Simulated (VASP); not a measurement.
A run of VASP 6.6.1 is set up as follows.

Contents of INCAR:

```
SYSTEM = CaInH
PREC     = Accurate       ! precision mode
ENCUT    = 600            ! plane-wave cutoff, eV
EDIFF    = 1E-6           ! SCF threshold, eV
ISMEAR   = 0              ! smearing method
SIGMA    = 0.1            ! smearing width, eV
LREAL    = .FALSE.        ! projectors in reciprocal space
LASPH    = .TRUE.         ! aspherical terms in the spheres
NELM     = 60             ! most SCF steps
ALGO     = Normal         ! electronic algorithm
ISIF     = 3              ! what is computed and relaxed
LWAVE    = .FALSE.        ! write WAVECAR
LCHARG   = .FALSE.        ! write CHGCAR
GGA      = PE             ! functional
IBRION   = 2              ! ionic algorithm
NSW      = 100            ! ionic steps
EDIFFG   = -0.01          ! ionic threshold
```

File KPOINTS:

```
Automatic mesh
0
G
  10 10 12
  0 0 0
```

File POSCAR:

```
CaInH
1.0
    4.7881607188      0.0000000000      0.0000000000
    0.0000000000      4.7881607188      0.0000000000
    0.0000000000      0.0000000000      4.0384430008
Ca In H
1 1 1
Direct
    0.5000000000      0.5000000000      0.5000000000
    0.0000000000      0.0000000000      0.5000000000
    0.5000000000      0.5000000000      0.0000000000
```

Potentials or basis: VASP PAW PBE potentials, release 64 (Ca_sv, In_d, H).

Run with:

```sh
$ cat potpaw_PBE.64/Ca_sv/POTCAR potpaw_PBE.64/In_d/POTCAR potpaw_PBE.64/H/POTCAR > POTCAR
$ mpirun -np 1 vasp_std > vasp.out
```

Estimate the relaxed cell.

a = 4.718 Å, b = 4.718 Å, c = 4.112 Å, α = 90.00°, β = 90.00°, γ = 90.00°.

Predict the relaxed volume.

30.51 Å³/atom.

The path:
| step | energy change (eV) | largest force (eV/Å) | pressure (GPa) | volume (Å³) |
| --- | --- | --- | --- | --- |
| 1 | 0.0000 | 0.0000 | -0.03 | 92.59 |
| 2 | -0.0053 | 0.0000 | -0.07 | 92.51 |
| 3 | -0.0082 | 0.0000 | -0.11 | 92.41 |
| 4 | -0.0083 | 0.0000 | -0.11 | 92.38 |
| 5 | -0.0085 | 0.0000 | -0.05 | 92.00 |
| 6 | -0.0085 | 0.0000 | 0.05 | 91.53 |
